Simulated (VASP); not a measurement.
**BaS: single point with r2SCAN**

BaS:

```
Ba S
1.0
     0.00000    3.24453    3.24453
     3.24453    0.00000    3.24453
     3.24453    3.24453    0.00000
Ba S
1 1
Cartesian
  0.0000 0.0000 0.0000
  3.2445 3.2445 3.2445
```

This cell differs from its parent crystal: volume scaled by 1.03.

- Program: VASP 6.6.1
- Task: single point
- Functional: r2SCAN
- Potentials or basis: VASP PAW PBE potentials, release 64 (Ba_sv, S)
- Cutoff: 520 eV
- k mesh: 6 × 6 × 6
- Occupations: gaussian, width 0.02 eV
- Spin: no spin polarisation

```yaml
Pressure: -0.7 GPa
Band_gap_on_the_k_mesh: 2.54 eV, indirect (least direct gap 2.69 eV)
```

Levels at points of the mesh, in eV from the valence-band top:
```tsv
k point	band 5	band 6	band 7	band 8	band 9	band 10	band 11	band 12
(0.00, 0.00, 0.00)	-10.73	0.00	0.00	0.00	3.98	4.30	4.30	4.30
(0.50, 0.00, 0.00)	-9.60	-1.82	-0.99	-0.99	5.87	5.98	6.67	6.67
(0.50, 0.50, 0.00)	-10.63	-0.57	-0.16	-0.16	2.54	6.40	6.43	7.79
```

Wall time 73 s on 1 thread of Intel Xeon 6975P-C (shared host), peak memory 0.22 GiB.

Caveat: the PAW data sets were made with another functional, which shifts forces and pressure a little; spin-orbit coupling is left out, which moves the levels of the heavy elements. A k mesh can miss the band edges.
